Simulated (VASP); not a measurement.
Here is a VASP 6.6.1 calculation.

The input POSCAR:

```
Pd
1.0
    0.0000000000      1.9530551238      1.9530551238
    1.9530551238      0.0000000000      1.9530551238
    1.9530551238      1.9530551238      0.0000000000
Pd
1
Direct
    0.0000000000      0.0000000000      0.0000000000
```

File INCAR.step1:

```
PREC = Accurate ; ENCUT = 520
EDIFF = 1E-5 ; ISMEAR = 0
SIGMA = 0.05 ; LREAL = False
LASPH = True ; NELM = 80
ALGO = Normal ; ISIF = 2
LWAVE = True ; GGA = PE
NBANDS = 11 ; KPAR = 2
```

Contents of INCAR.step2:

```
PREC = Accurate ; ENCUT = 520
EDIFF = 1E-6 ; ISMEAR = 0
SIGMA = 0.05 ; LREAL = False
LASPH = True ; NELM = 80
ALGO = Normal ; ISIF = 2
LWAVE = False ; LCHARG = True
GGA = PE ; LHFCALC = True
HFSCREEN = 0.2079 ; PRECFOCK = Normal
LVHAR = True ; ISTART = 1
NBANDS = 11 ; KPAR = 2
```

The input KPOINTS:

```
Automatic mesh
0
Gamma
  10 10 10
```

Potentials or basis: VASP PAW PBE potentials, release 64 (Pd).

Command:

```console
$ cat potpaw_PBE.64/Pd/POTCAR > POTCAR
$ cp INCAR.step1 INCAR
$ mpirun -np 2 vasp_std > vasp.out
$ cp INCAR.step2 INCAR
$ mpirun -np 2 vasp_std > vasp.out
```

**Question.** Estimate the band gap on the k mesh.

**Answer.** Zero (bands 5 and 6 overlap by 2.18 eV).

**Question.** Predict the pressure.

**Answer.** 0.5 GPa.

Caveat: the PAW data sets were made with another functional, which shifts forces and pressure a little.
